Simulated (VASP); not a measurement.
# K2B2P (P-3m1) in VASP: further runs, part 2 of 2

VASP 6.6.1. The steps go on from the part before.

## 3. Relaxation of cell and atoms, PBE

INCAR

```
SYSTEM = K2B2P
ALGO = Normal
EDIFF = 1E-6
EDIFFG = -0.01
ENCUT = 600
GGA = PE
IBRION = 2
ISIF = 3
ISMEAR = 0
LASPH = .True.
LCHARG = .False.
LREAL = .False.
LWAVE = .False.
NELM = 100
NSW = 100
PREC = Accurate
SIGMA = 0.02
```

KPOINTS

```
k-points
0
Gamma
  6 6 6
  0 0 0
```

POSCAR

```
K2B2P
1.0
    5.3663965734      0.0000000000      0.0000000000
   -2.6831982867      4.6474357594      0.0000000000
    0.0000000000      0.0000000000      5.0691151012
K B P
2 2 1
Direct
    0.3333333333      0.6666666667      0.2823953545
    0.6666666667      0.3333333333      0.7176046455
    0.0000000000      0.0000000000      0.3495859037
    0.0000000000      0.0000000000      0.6504140963
    0.0000000000      0.0000000000      0.0000000000
```

Potentials or basis: VASP PAW PBE potentials, release 64 (K_sv, B, P).

Command:

```bash
cat potpaw_PBE.64/K_sv/POTCAR potpaw_PBE.64/B/POTCAR potpaw_PBE.64/P/POTCAR > POTCAR
mpirun -np 1 vasp_std > vasp.out
```

OUTCAR:

```text
SYSTEM = K2B2P
   EDIFF = 1E-6
   EDIFFG = -0.01
   ENCUT = 600
   GGA = PE
   IBRION = 2
   ISIF = 3
   ISMEAR = 0
   LASPH = .True.
   LREAL = .False.
   NELM = 100
   NSW = 100
   PREC = Accurate

 ion  position               nearest neighbor table
   1  0.333  0.667  0.282-   2 3.80   2 3.80   2 3.80
   2  0.667  0.333  0.718-   1 3.80   1 3.80   1 3.80
   3  0.000  0.000  0.350-   4 1.52   5 1.77
   4  0.000  0.000  0.650-   3 1.52   5 1.77
   5  0.000  0.000  0.000-   3 1.77   4 1.77

  LATTYP: Found a hexagonal cell.
 ALAT       =     5.3663965734
 C/A-ratio  =     0.9446031488

  Lattice vectors:

 A1 = (   5.3663965734,   0.0000000000,   0.0000000000)
 A2 = (  -2.6831982867,   4.6474357594,   0.0000000000)
 A3 = (   0.0000000000,   0.0000000000,   5.0691151012)

Analysis of symmetry for initial positions (statically):
=====================================================================
 Subroutine PRICEL returns:
 Original cell was already a primitive cell.

 Routine SETGRP: Setting up the symmetry group for a
 hexagonal supercell.

 Subroutine GETGRP returns: Found 12 space group operations
 (whereof 12 operations were pure point group operations)
 out of a pool of 24 trial point group operations.

The static configuration has the point symmetry D_3d.

Analysis of symmetry for dynamics (positions and initial velocities):
=====================================================================
 Subroutine PRICEL returns:
 Original cell was already a primitive cell.

 Routine SETGRP: Setting up the symmetry group for a
 hexagonal supercell.

 Subroutine GETGRP returns: Found 12 space group operations
 (whereof 12 operations were pure point group operations)
 out of a pool of 24 trial point group operations.

The dynamic configuration has the point symmetry D_3d.

[... 129 lines left out ...]
   GGA     = PE    functional components
   LHFCALC =     F    Hartree Fock is set to
   AEXX    =    0.0000 exact exchange contribution
   IVDW    =     0    specifies the selected vdW correction
   LEPSILON=     F    determine dielectric tensor
   LRPA    =     F    only Hartree local field effects (RPA)
 conjugate gradient relaxation of ions
 non-spin polarized calculation
 Gauss-broadening in eV      SIGMA  =   0.02
  energy-cutoff  :      600.00
  volume of cell :      126.42
 maximum number of plane-waves:      4234
 NGX is ok and might be reduce to    48

--------------------------------------- Ionic step        1  -------------------------------------------

 number of electron      28.9999999 magnetization

 Free energy of the ion-electron system (eV)
  ---------------------------------------------------
  ext. energy  EPLUGINS =         0.00000000
  ---------------------------------------------------
  free energy    TOTEN  =       -20.11811342 eV

  energy without entropy =      -20.11677225  energy(sigma->0) =      -20.11744283

------------------------ aborting loop because EDIFF is reached ----------------------------------------

  FORCE on cell =-STRESS in cart. coord.  units (eV):
  Direction    XX          YY          ZZ          XY          YZ          ZX
  --------------------------------------------------------------------------------------
  -------------------------------------------------------------------------------------
  Total       -0.0067469     -0.0067469      0.6157730      0.0000000     -0.0000000      0.0000000
  in kB       -0.0855044     -0.0855044      7.8037421      0.0000000     -0.0000000      0.0000000
  external PRESSURE =       2.5442444 kB  Pullay stress =       0.0000000 kB
[... 182 lines left out ...]
--------------------------------------- Ionic step        6  -------------------------------------------

 number of electron      28.9999999 magnetization

 Free energy of the ion-electron system (eV)
  ---------------------------------------------------
  ext. energy  EPLUGINS =         0.00000000
  ---------------------------------------------------
  free energy    TOTEN  =       -20.11888990 eV

  energy without entropy =      -20.11755162  energy(sigma->0) =      -20.11822076

 E-fermi :   2.0437     XC(G=0):  -7.7276

 val. band max:        2.0426522952   @ k =   0.1667   0.1667   0.1667
 cond. band min:       2.0523736391   @ k =   0.5000  -0.0000   0.1667
 fundamental gap:      0.0097213440
 Fermi energy:         2.0436748006

 k-point     1 :       0.0000    0.0000    0.0000
  band No.  band energies     occupation
      1     -29.3186      2.00000
      2     -29.2807      2.00000
      3     -12.9564      2.00000
      4     -12.8518      2.00000
      5     -12.8518      2.00000
      6     -12.7831      2.00000
[... 481 lines left out ...]
      5     -12.8573      2.00000
      6     -12.7852      2.00000
[... 10 lines left out ...]
     17       4.6588      0.00000
     18       4.9878      0.00000

 [... further k-points ...]

------------------------ aborting loop because EDIFF is reached ----------------------------------------

  FORCE on cell =-STRESS in cart. coord.  units (eV):
  Direction    XX          YY          ZZ          XY          YZ          ZX
  --------------------------------------------------------------------------------------
  -------------------------------------------------------------------------------------
  Total        0.0042988      0.0042988     -0.0128849      0.0000000      0.0000000      0.0000000
  in kB        0.0543371      0.0543371     -0.1628665      0.0000000      0.0000000      0.0000000
  external PRESSURE =      -0.0180641 kB  Pullay stress =       0.0000000 kB
[... 20 lines left out ...]
  FREE ENERGIE OF THE ION-ELECTRON SYSTEM (eV)
  ---------------------------------------------------
  free  energy   TOTEN  =       -20.1188899014 eV

  energy  without entropy=      -20.1175516243  energy(sigma->0) =      -20.11822076

 reached required accuracy - stopping structural energy minimisation
```

OSZICAR:

```text
N       E                     dE             d eps       ncg     rms          rms(c)
DAV:   1     0.191933343161E+03    0.19193E+03   -0.13789E+04  1224   0.151E+03
DAV:   2    -0.916782054683E+01   -0.20110E+03   -0.19673E+03  1476   0.365E+02
DAV:   3    -0.234614542706E+02   -0.14294E+02   -0.14256E+02  2188   0.823E+01
[... 42 lines left out ...]
       N       E                     dE             d eps       ncg     rms          rms(c)
DAV:   1    -0.201188972691E+02   -0.33465E-04   -0.11946E-03  1224   0.234E-01    0.202E-02
DAV:   2    -0.201188923126E+02    0.49564E-05   -0.38999E-05  1520   0.504E-02    0.929E-03
DAV:   3    -0.201188898353E+02    0.24773E-05   -0.70103E-06  1364   0.203E-02    0.399E-03
DAV:   4    -0.201188899014E+02   -0.66139E-07   -0.68729E-07   710   0.476E-03
   6 F= -.20118890E+02 E0= -.20118221E+02  d E =-.765025E-05
```

CONTCAR:

```text
K2B2P
   1.00000000000000
     5.3664155161024532   -0.0000000000000000    0.0000000000000000
    -2.6832077580512266    4.6474521642615416    0.0000000000000000
    -0.0000000000000000   -0.0000000000000000    5.0822854045132440
  K               B               P
     2     2     1
Direct
     0.3333333332999970    0.6666666667000030    0.2823557728177658
     0.6666666667000030    0.3333333332999970    0.7176442271822343
     1.0000000000000000    0.0000000000000000    0.3496271985255177
     0.0000000000000000    1.0000000000000000    0.6503728014744823
     1.0000000000000000    0.0000000000000000    0.0000000000000000

  0.00000000E+00  0.00000000E+00  0.00000000E+00
  0.00000000E+00  0.00000000E+00  0.00000000E+00
  0.00000000E+00  0.00000000E+00  0.00000000E+00
  0.00000000E+00  0.00000000E+00  0.00000000E+00
  0.00000000E+00  0.00000000E+00  0.00000000E+00
```

Run time: 4 min. Hardware: 1 thread of Intel Xeon Platinum 8488C (Sapphire Rapids), shared host; peak memory 0.36 GiB.

What came out:

| Quantity | Value |
| --- | --- |
| Free energy | -20.1189 eV |
| Relaxed volume | 25.35 Å³/atom |
| Relaxed cell | a = 5.366 Å, b = 5.366 Å, c = 5.082 Å, α = 90.00°, β = 90.00°, γ = 120.00° |
| Space group after relaxing (to 0.05 Å) | P-3m1 (No. 164) |
| Energy gained by relaxing | 0.2 meV/atom |
| Ionic steps | 6 |
| Pressure after relaxing | 0.0 GPa |
| Largest force after relaxing | 0.006 eV/Å |

Forces in eV/Å, atoms in the order of the input:
```
K    0.000  0.000 -0.006
K    0.000  0.000  0.006
B    0.000  0.000 -0.002
B    0.000  0.000  0.002
P    0.000  0.000  0.000
```

The path:
| step | energy change (eV) | largest force (eV/Å) | pressure (GPa) | volume (Å³) |
| --- | --- | --- | --- | --- |
| 1 | 0.0000 | 0.0070 | 0.25 | 126.42 |
| 2 | 0.0007 | 0.0617 | -0.33 | 127.16 |
| 3 | -0.0008 | 0.0222 | 0.01 | 126.73 |
| 4 | -0.0008 | 0.0227 | 0.01 | 126.74 |
| 5 | -0.0008 | 0.0450 | 0.00 | 126.77 |
| 6 | -0.0008 | 0.0061 | 0.00 | 126.75 |

Final structure:
```xyz
5
Lattice="5.3664 0.0000 0.0000 -2.6832 4.6475 0.0000 0.0000 0.0000 5.0823" Properties=species:S:1:pos:R:3 pbc="T T T"
K     0.0000    3.0983    1.4350
K     2.6832    1.5492    3.6473
B     5.3664    0.0000    1.7769
B    -2.6832    4.6475    3.3054
P     5.3664    0.0000    0.0000
```

## 4. Single point, PBE

INCAR

```
SYSTEM = K2B2P
PREC     = Accurate       ! precision mode
ENCUT    = 520            ! plane-wave cutoff, eV
EDIFF    = 1E-7           ! SCF threshold, eV
ISMEAR   = 0              ! smearing method
SIGMA    = 0.1            ! smearing width, eV
LREAL    = .FALSE.        ! projectors in reciprocal space
LASPH    = .TRUE.         ! aspherical terms in the spheres
NELM     = 100            ! most SCF steps
ALGO     = Normal         ! electronic algorithm
ISIF     = 2              ! what is computed and relaxed
LWAVE    = .FALSE.        ! write WAVECAR
LCHARG   = .FALSE.        ! write CHGCAR
GGA      = PE             ! functional
NBANDS   = 22             ! bands
```

KPOINTS

```
Automatic mesh
0
G
  9 9 8
  0 0 0
```

POSCAR

```
K2B2P
1.0
    5.3636645655      0.0000000000      0.0000000000
   -2.6818322828      4.6450697711      0.0000000000
    0.0000000000      0.0000000000      5.0835392518
K B P
2 2 1
Direct
    0.3333333333      0.6666666667      0.2815806212
    0.6666666667      0.3333333333      0.7184193788
    0.0000000000      0.0000000000      0.3496636223
    0.0000000000      0.0000000000      0.6503363777
    0.0000000000      0.0000000000      0.0000000000
```

Potentials or basis: VASP PAW PBE potentials, release 64 (K_sv, B, P).

Command:

```bash
cat potpaw_PBE.64/K_sv/POTCAR potpaw_PBE.64/B/POTCAR potpaw_PBE.64/P/POTCAR > POTCAR
mpirun -np 1 vasp_std > vasp.out
```

OUTCAR:

```text
SYSTEM = K2B2P
   PREC = Accurate
   ENCUT = 520
   EDIFF = 1E-7
   ISMEAR = 0
   LREAL = .FALSE.
   LASPH = .TRUE.
   NELM = 100
   ISIF = 2
   GGA = PE

 ion  position               nearest neighbor table
   1  0.333  0.667  0.282-   2 3.81   2 3.81   2 3.81
   2  0.667  0.333  0.718-   1 3.81   1 3.81   1 3.81
   3  0.000  0.000  0.350-   4 1.53   5 1.78
   4  0.000  0.000  0.650-   3 1.53   5 1.78
   5  0.000  0.000  0.000-   3 1.78   4 1.78

  LATTYP: Found a hexagonal cell.
[... 802 lines left out ...]
  --------------------------------------------------------------------------------------
  -------------------------------------------------------------------------------------
  Total        0.0186898      0.0186898     -0.1233459     -0.0000000     -0.0000000     -0.0000000
  in kB        0.2364257      0.2364257     -1.5603256     -0.0000000     -0.0000000     -0.0000000
  external PRESSURE =      -0.3624914 kB  Pullay stress =       0.0000000 kB

 VOLUME and BASIS-vectors are now :
 -----------------------------------------------------------------------------
  energy-cutoff  :      520.00
  volume of cell :      126.65
      direct lattice vectors                 reciprocal lattice vectors
     5.363664565  0.000000000  0.000000000     0.186439698  0.107641010  0.000000000
    -2.681832283  4.645069771  0.000000000     0.000000000  0.215282019  0.000000000
     0.000000000  0.000000000  5.083539252     0.000000000  0.000000000  0.196713343

 POSITION                                       TOTAL-FORCE (eV/Angst)
 -----------------------------------------------------------------------------------
     -0.00000      3.09671      1.43143        -0.000000     -0.000000      0.001034
      2.68183      1.54836      3.65211        -0.000000      0.000000     -0.001034
      0.00000      0.00000      1.77753         0.000000     -0.000000     -0.026235
      0.00000      0.00000      3.30601         0.000000      0.000000      0.026235
      0.00000      0.00000      0.00000         0.000000      0.000000      0.000000
 -----------------------------------------------------------------------------------
    total drift:                                0.000000     -0.000000      0.000000

  FREE ENERGIE OF THE ION-ELECTRON SYSTEM (eV)
  ---------------------------------------------------
  free  energy   TOTEN  =       -20.1349706815 eV

  energy  without entropy=      -20.1233307754  energy(sigma->0) =      -20.12915073
```

OSZICAR:

```text
N       E                     dE             d eps       ncg     rms          rms(c)
DAV:   1     0.165881944169E+03    0.16588E+03   -0.12520E+04  3564   0.110E+03
DAV:   2    -0.103855268496E+02   -0.17627E+03   -0.16914E+03  4220   0.298E+02
DAV:   3    -0.234092739787E+02   -0.13024E+02   -0.12935E+02  6026   0.655E+01
DAV:   4    -0.237937535446E+02   -0.38448E+00   -0.38338E+00  4864   0.103E+01
DAV:   5    -0.238163783403E+02   -0.22625E-01   -0.22623E-01  5400   0.183E+00    0.894E+00
DAV:   6    -0.205000115040E+02    0.33164E+01   -0.67486E+00  4532   0.111E+01    0.534E+00
DAV:   7    -0.201176393369E+02    0.38237E+00   -0.24148E+00  4666   0.584E+00    0.318E+00
DAV:   8    -0.201252018100E+02   -0.75625E-02   -0.30929E-01  5142   0.225E+00    0.127E+00
DAV:   9    -0.201320786569E+02   -0.68768E-02   -0.37055E-02  4488   0.850E-01    0.303E-01
DAV:  10    -0.201341006559E+02   -0.20220E-02   -0.69042E-03  4618   0.377E-01    0.122E-01
DAV:  11    -0.201344019666E+02   -0.30131E-03   -0.39418E-04  5258   0.930E-02    0.754E-02
DAV:  12    -0.201349037405E+02   -0.50177E-03   -0.69105E-04  4062   0.112E-01    0.169E-02
DAV:  13    -0.201349633344E+02   -0.59594E-04   -0.94688E-05  4734   0.448E-02    0.853E-03
DAV:  14    -0.201349704341E+02   -0.70997E-05   -0.12854E-05  4344   0.161E-02    0.358E-03
DAV:  15    -0.201349706908E+02   -0.25663E-06   -0.96510E-07  4376   0.414E-03    0.229E-03
DAV:  16    -0.201349706815E+02    0.92275E-08   -0.13765E-07  3776   0.176E-03
   1 F= -.20134971E+02 E0= -.20129151E+02  d E =-.116399E-01
```

stdout:

```text
POSCAR found type information on POSCAR K B P
 POSCAR found :  3 types and       5 ions
 scaLAPACK will be used
 LDA part: xc-table for (Slater+PW92), standard interpolation
 POSCAR, INCAR and KPOINTS ok, starting setup
 FFT: planning ... GRIDC
 FFT: planning ... GRID_SOFT
 FFT: planning ... GRID
 WAVECAR not read
 entering main loop
```

Wall time 3.6 min (1 thread of Intel Xeon Platinum 8488C (Sapphire Rapids), shared host); peak memory 0.37 GiB.

What came out:

| Property | Result |
| --- | --- |
| Free energy | -20.1350 eV |
| Pressure | 0.0 GPa |
| Largest force | 0.026 eV/Å |

Forces on the atoms (eV/Å):
```
K    0.000  0.000  0.001
K    0.000  0.000 -0.001
B    0.000  0.000 -0.026
B    0.000  0.000  0.026
P    0.000  0.000  0.000
```

Stress tensor (GPa, compression positive):
```
 0.02  0.00  0.00
 0.00  0.02  0.00
 0.00  0.00 -0.16
```

## 5. Summary

```tsv
task	cell	k mesh	cutoff (eV)	smearing	gap on the mesh (eV)	pressure (GPa)	largest force (eV/Å)
single point	a = 5.364, b = 5.364, c = 5.084 Å, angles 90.0, 90.0, 120.0°, 5 atoms	6 × 6 × 6	520	gaussian 0.02 eV	none	0.0	0.02
relaxation of cell and atoms	relaxed from a = 5.366, b = 5.366, c = 5.069 Å, angles 90.0, 90.0, 120.0°, 5 atoms	6 × 6 × 6	600	gaussian 0.02 eV	none	0.0	0.01
single point	a = 5.364, b = 5.364, c = 5.084 Å, angles 90.0, 90.0, 120.0°, 5 atoms	9 × 9 × 8	520	gaussian 0.1 eV	none	0.0	0.03
```

Some of these runs hold the atoms at other places in the same cell, which the table doesn't show; runs alike in all that it shows share one row.

Alike in all rows: level PBE; potentials or basis VASP PAW PBE potentials, release 64 (K_sv, B, P); no spin polarisation.

Absolute energies hang on the potentials; compare differences alone.
